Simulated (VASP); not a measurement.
# TaS2 (P-3m1) in VASP: a series of runs, part 2 of 2

VASP 6.6.1.

## 5. Single point, PBE+D3(BJ), collinear spin, zero start

File INCAR:

```
SYSTEM = TaS2
  ALGO = Normal
  EDIFF = 1E-6
  ENCUT = 500
  GGA = PE
  GGA_COMPAT = .False.
  ISIF = 2
  ISMEAR = 0
  ISPIN = 2
  IVDW = 12
  LASPH = .True.
  LCHARG = .False.
  LMAXMIX = 4
  LORBIT = 11
  LREAL = .False.
  LWAVE = .False.
  MAGMOM = 0 0 0
  NBANDS = 22
  NELM = 200
  PREC = Accurate
  SIGMA = 0.1
```

File KPOINTS:

```
k-points
0
Gamma
  6 6 4
  0 0 0
```

File POSCAR:

```
TaS2
1.0
    3.3828573416      0.0000000000      0.0000000000
   -1.6914286708      2.9296403952      0.0000000000
    0.0000000000      0.0000000000      6.1679785700
Ta S
1 2
Direct
    0.0000000000      0.0000000000      0.0000000000
    0.6666666667      0.3333333333      0.7542821200
    0.3333333333      0.6666666667      0.2457178800
```

Started as:

```sh
cat potpaw_PBE.64/Ta_pv/POTCAR potpaw_PBE.64/S/POTCAR > POTCAR
mpirun -np 1 vasp_std > vasp.out
```

Wall time 33 s (1 thread of Intel Xeon 6975P-C (Granite Rapids), shared host); peak memory 0.24 GiB.

Results (log left out):

```
Free energy                                           : -24.2745 eV
Pressure                                              : -1.8 GPa
Largest force                                         : 0.156 eV/Å
Net moment                                            : 0.00 μB per cell
Valence electrons inside the program's atomic spheres : Ta 8.78; S 3.73
Dispersion energy per atom                            : -0.383 eV
```

Forces in eV/Å, atoms in the order of the input:
```
Ta   0.000  0.000  0.000
S    0.000  0.000 -0.156
S    0.000  0.000  0.156
```

Stress tensor (GPa, compression positive):
```
-1.96  0.00  0.00
 0.00 -1.96  0.00
 0.00  0.00 -1.39
```

Levels at points of the mesh, in eV from the Fermi level:
Spin up:
```
           k point  band 9  band 10  band 11  band 12  band 13  band 14
(0.00, 0.00, 0.00)   -1.65    -0.83    -0.83     0.06     0.06     0.13
(0.50, 0.00, 0.00)   -3.93    -3.34    -2.18    -0.92     2.35     2.89
(0.00, 0.00, 0.50)   -3.43    -0.92    -0.92     0.04     0.04     0.93
(0.50, 0.00, 0.50)   -4.01    -2.45    -1.99    -1.25     2.34     2.88
```
Spin down:
| k point | band 9 | band 10 | band 11 | band 12 | band 13 | band 14 |
| --- | --- | --- | --- | --- | --- | --- |
| (0.00, 0.00, 0.00) | -1.65 | -0.83 | -0.83 | 0.06 | 0.06 | 0.13 |
| (0.50, 0.00, 0.00) | -3.93 | -3.34 | -2.18 | -0.92 | 2.35 | 2.89 |
| (0.00, 0.00, 0.50) | -3.43 | -0.92 | -0.92 | 0.04 | 0.04 | 0.93 |
| (0.50, 0.00, 0.50) | -4.01 | -2.45 | -1.99 | -1.25 | 2.34 | 2.88 |

Caveat: spin-orbit coupling is left out, which moves the levels of the heavy elements.

## 6. Single point, PBE, collinear spin

File INCAR:

```
SYSTEM = TaS2
PREC     = Accurate       ! precision mode
ENCUT    = 500            ! plane-wave cutoff, eV
EDIFF    = 1E-6           ! SCF threshold, eV
ISMEAR   = 0              ! smearing method
SIGMA    = 0.1            ! smearing width, eV
LREAL    = .False.        ! projectors in reciprocal space
LASPH    = .True.         ! aspherical terms in the spheres
NELM     = 200            ! most SCF steps
ALGO     = Normal         ! electronic algorithm
ISIF     = 2              ! what is computed and relaxed
LWAVE    = .False.        ! write WAVECAR
LCHARG   = .True.         ! write CHGCAR
ISPIN    = 2              ! spin polarisation
MAGMOM   = 1 0 0          ! initial moments
LORBIT   = 11             ! projections on sites
LMAXMIX  = 4              ! l up to which the mixer works
GGA      = PE             ! functional
LELF     = .True.         ! ELF
LVHAR    = .True.       
NBANDS   = 22             ! bands
GGA_COMPAT= .False.
```

File KPOINTS:

```
Automatic mesh
0
Gamma
  6 6 4
  0 0 0
```

File POSCAR:

```
TaS2
1.0
    3.3828573416      0.0000000000      0.0000000000
   -1.6914286708      2.9296403952      0.0000000000
    0.0000000000      0.0000000000      6.1679785700
Ta S
1 2
Direct
    0.7720000000      0.1710000000      0.4050000000
    1.4386666667      0.5043333333      1.1592821200
    1.1053333333      0.8376666667      0.6507178800
```

Potentials or basis: VASP PAW PBE potentials, release 64 (Ta_pv, S).

Started as:

```sh
cat potpaw_PBE.64/Ta_pv/POTCAR potpaw_PBE.64/S/POTCAR > POTCAR
mpirun -np 1 vasp_std > vasp.out
```

Wall time 37 s (1 thread of Intel Xeon 6975P-C (Granite Rapids), shared host); peak memory 0.24 GiB.

The run converged. Its results:

- Free energy: -23.1253 eV
- Pressure: 1.4 GPa
- Largest force: 0.147 eV/Å
- Net moment: 0.00 μB per cell
- Valence electrons inside the program's atomic spheres: Ta 8.78; S 3.73

Forces in eV/Å, atoms in the order of the input:
```
Ta   0.000  0.000  0.000
S    0.000  0.000 -0.147
S    0.000  0.000  0.147
```

Stress tensor (GPa, compression positive):
```
1.19 0.00 0.00
0.00 1.19 0.00
0.00 0.00 1.86
```

Levels at points of the mesh, in eV from the Fermi level:
Spin up:
| k point | band 7 | band 8 | band 9 | band 10 | band 11 | band 12 | band 13 | band 14 | band 15 | band 16 |
| --- | --- | --- | --- | --- | --- | --- | --- | --- | --- | --- |
| (0.00, 0.00, 0.00) | -3.99 | -3.99 | -1.65 | -0.83 | -0.83 | 0.06 | 0.06 | 0.13 | 3.83 | 3.83 |
| (0.50, 0.00, 0.00) | -4.64 | -4.39 | -3.93 | -3.34 | -2.18 | -0.92 | 2.34 | 2.89 | 4.29 | 4.74 |
| (0.00, 0.00, 0.50) | -3.97 | -3.97 | -3.43 | -0.92 | -0.92 | 0.04 | 0.04 | 0.93 | 4.09 | 4.09 |
| (0.50, 0.00, 0.50) | -5.08 | -4.34 | -4.01 | -2.45 | -1.99 | -1.25 | 2.34 | 2.87 | 4.27 | 4.43 |
Spin down:
| k point | band 9 | band 10 | band 11 | band 12 | band 13 | band 14 |
| --- | --- | --- | --- | --- | --- | --- |
| (0.00, 0.00, 0.00) | -1.65 | -0.83 | -0.83 | 0.06 | 0.06 | 0.13 |
| (0.50, 0.00, 0.00) | -3.93 | -3.34 | -2.18 | -0.92 | 2.35 | 2.89 |
| (0.00, 0.00, 0.50) | -3.43 | -0.92 | -0.92 | 0.04 | 0.04 | 0.93 |
| (0.50, 0.00, 0.50) | -4.01 | -2.45 | -1.99 | -1.25 | 2.34 | 2.88 |

Caveat: spin-orbit coupling is left out, which moves the levels of the heavy elements; this functional lacks dispersion, which binds the layers, so the pressure and a relaxed spacing across them are unreliable.

## 7. Single point, LDA, collinear spin

File INCAR:

```
SYSTEM = TaS2
PREC = Accurate
ENCUT = 500
EDIFF = 1E-6
ISMEAR = 0
SIGMA = 0.1
LREAL = .False.
LASPH = .True.
NELM = 200
ALGO = Normal
ISIF = 2
LWAVE = .False.
LCHARG = .False.
ISPIN = 2
MAGMOM = 0.1 0 0
LORBIT = 11
LMAXMIX = 4
GGA = CA
NBANDS = 22
GGA_COMPAT = .False.
```

File KPOINTS:

```
regular mesh
0
Gamma
  6 6 4
  0 0 0
```

File POSCAR:

```
TaS2
1.0
    3.3828573416      0.0000000000      0.0000000000
   -1.6914286708      2.9296403952      0.0000000000
    0.0000000000      0.0000000000      6.1679785700
Ta S
1 2
Direct
    0.0000000000      0.0000000000      0.0000000000
    0.6666666667      0.3333333333      0.7542821200
    0.3333333333      0.6666666667      0.2457178800
```

Potentials or basis: VASP PAW LDA potentials, release 64 (Ta_pv, S).

Started as:

```sh
cat potpaw_LDA.64/Ta_pv/POTCAR potpaw_LDA.64/S/POTCAR > POTCAR
mpirun -np 1 vasp_std > vasp.out
```

OUTCAR:

```text
SYSTEM = TaS2
   PREC = Accurate
   ENCUT = 500
   EDIFF = 1E-6
   ISMEAR = 0
   LREAL = .False.
   LASPH = .True.
   NELM = 200
   ISIF = 2
   ISPIN = 2
   LORBIT = 11
   GGA = CA

 ion  position               nearest neighbor table
   1  0.000  0.000  0.000-   2 2.47   3 2.47   3 2.47   2 2.47   2 2.47   3 2.47
   2  0.667  0.333  0.754-   1 2.47   1 2.47   1 2.47
   3  0.333  0.667  0.246-   1 2.47   1 2.47   1 2.47

  LATTYP: Found a hexagonal cell.
 ALAT       =     3.3828573416
 C/A-ratio  =     1.8233043688

  Lattice vectors:

[... 1420 lines left out ...]
  energy-cutoff  :      500.00
  volume of cell :       61.13
      direct lattice vectors                 reciprocal lattice vectors
     3.382857342  0.000000000  0.000000000     0.295608091  0.170669411  0.000000000
    -1.691428671  2.929640395  0.000000000     0.000000000  0.341338822  0.000000000
     0.000000000  0.000000000  6.167978570     0.000000000  0.000000000  0.162127671

 POSITION                                       TOTAL-FORCE (eV/Angst)
 -----------------------------------------------------------------------------------
      0.00000      0.00000      0.00000        -0.000000      0.000000      0.000000
      1.69143      0.97655      4.65240        -0.000000      0.000000      0.267738
     -0.00000      1.95309      1.51558         0.000000     -0.000000     -0.267738
 -----------------------------------------------------------------------------------
    total drift:                                0.000000     -0.000000      0.000000

  FREE ENERGIE OF THE ION-ELECTRON SYSTEM (eV)
  ---------------------------------------------------
  free  energy   TOTEN  =       -25.3920271501 eV

  energy  without entropy=      -25.3758467325  energy(sigma->0) =      -25.38393694

 total charge

# of ion       s       p       d       tot
------------------------------------------
    1        0.308   6.208   2.296   8.812
    2        1.352   2.362   0.000   3.714
    3        1.352   2.362   0.000   3.714
--------------------------------------------------
tot          3.012  10.932   2.296  16.240

 magnetization (x)

# of ion       s       p       d       tot
------------------------------------------
    1       -0.000  -0.000  -0.000  -0.000
    2       -0.000   0.000   0.000   0.000
    3       -0.000   0.000   0.000   0.000
--------------------------------------------------
tot         -0.000  -0.000  -0.000  -0.000
```

stdout:

```text
POSCAR found type information on POSCAR TaS
 POSCAR found :  2 types and       3 ions
 scaLAPACK will be used
 LDA part: xc-table for (Slater(with rela. corr.)+CA(PZ))
 , standard interpolation
 POSCAR, INCAR and KPOINTS ok, starting setup
 FFT: planning ... GRIDC
 FFT: planning ... GRID_SOFT
 FFT: planning ... GRID
 WAVECAR not read
 entering main loop
```

Wall time 29 s (1 thread of Intel Xeon 6975P-C (Granite Rapids), shared host); peak memory 0.19 GiB.

Results:

- Free energy: -25.3920 eV
- Pressure: -5.1 GPa
- Largest force: 0.268 eV/Å
- Net moment: 0.00 μB per cell
- Valence electrons inside the program's atomic spheres: Ta 8.81; S 3.71

Forces in eV/Å, atoms in the order of the input:
```
Ta   0.000  0.000  0.000
S    0.000  0.000  0.268
S    0.000  0.000 -0.268
```

Caveat: the cell stands under tension; spin-orbit coupling is left out, which moves the levels of the heavy elements.

## 8. The runs side by side

```csv
level,potentials or basis,spin,cell,smearing,gap on the mesh (eV),pressure (GPa),moment (μB),largest force (eV/Å)
PBE+D3(BJ),"VASP PAW PBE potentials, release 64 (Ta_pv, S)",off,"a = 3.383, b = 3.383, c = 6.168 Å, angles 90.0, 90.0, 120.0°, 3 atoms",gaussian 0.1 eV,none,-1.8,-,0.16
PBE+D4,"VASP PAW PBE potentials, release 64 (Ta_pv, S)",off,"a = 3.383, b = 3.383, c = 6.168 Å, angles 90.0, 90.0, 120.0°, 3 atoms",methfessel-paxton 0.0039 eV,none,-1.0,-,0.17
RPBE,"VASP PAW PBE potentials, release 64 (Ta_pv, S)",off,"a = 3.416, b = 3.416, c = 6.229 Å, angles 90.0, 90.0, 120.0°, 3 atoms",gaussian 0.1 eV,none,0.2,-,0.22
PBE+D3(BJ),"VASP PAW PBE potentials, release 64 (Ta_pv, S)","collinear, zero start","a = 3.383, b = 3.383, c = 6.168 Å, angles 90.0, 90.0, 120.0°, 3 atoms",gaussian 0.1 eV,none,-1.8,0.00,0.16
PBE,"VASP PAW PBE potentials, release 64 (Ta_pv, S)",collinear,"a = 3.383, b = 3.383, c = 6.168 Å, angles 90.0, 90.0, 120.0°, 3 atoms",gaussian 0.1 eV,none,1.4,0.00,0.15
LDA,"VASP PAW LDA potentials, release 64 (Ta_pv, S)",collinear,"a = 3.383, b = 3.383, c = 6.168 Å, angles 90.0, 90.0, 120.0°, 3 atoms",gaussian 0.1 eV,none,-5.1,0.00,0.27
```

Alike in all rows: task single point; k mesh 6 × 6 × 4; cutoff (eV) 500.

Caveats: spin-orbit coupling is left out, which moves the levels of the heavy elements; this functional lacks dispersion, which binds the layers, so the pressure and a relaxed spacing across them are unreliable (at least some runs); the PAW data sets were made with another functional, which shifts forces and pressure a little (at least some runs); the cell stands under tension (at least some runs).

Total energies depend on the potentials used, so only differences within one code and one set of settings carry meaning.
